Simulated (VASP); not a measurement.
A run of VASP 6.6.1 is set up as follows.

INCAR

```
SYSTEM = Cr
ALGO = Fast ; EDIFF = 1E-7
ENCUT = 520 ; GGA = PE
ISIF = 2 ; ISMEAR = 0
LASPH = .TRUE. ; LCHARG = .FALSE.
LREAL = .FALSE. ; LWAVE = .FALSE.
NBANDS = 19 ; NELM = 100
PREC = Accurate ; SIGMA = 0.1
```

The input KPOINTS:

```
k-points
0
G
  18 18 18
  0 0 0
```

Contents of POSCAR:

```
Cr
1.0
    2.7908734160      0.0000000000      0.0000000000
    0.0000000000      2.7908734160      0.0000000000
    0.0000000000      0.0000000000      2.8820039765
Cr
2
Direct
    0.0000000000      0.0000000000      0.0000000000
    0.5000000000      0.5000000000      0.5000000000
```

Potentials or basis: VASP PAW PBE potentials, release 64 (Cr_pv).

The run is started by

```console
$ cat potpaw_PBE.64/Cr_pv/POTCAR > POTCAR
$ mpirun -np 1 vasp_std > vasp.out
```

Task: Predict the pressure.

Result: 7.5 GPa.

Task: What does it give for the band gap on the k mesh?

Result: Zero (band 12 reaches 12.77 eV, above the bottom of band 13 at 10.91 eV).

Stress tensor (GPa, compression positive):
```
11.49  0.00  0.00
 0.00 11.49  0.00
 0.00  0.00 -0.34
```

Caveat: the cell differs from its parent crystal (biaxial strain in the a-b plane: -2.0 %); the run has no spin polarisation, though such a crystal can be magnetic. Spin polarisation is off, so any magnetic state and its effect on volume and gap are missing.
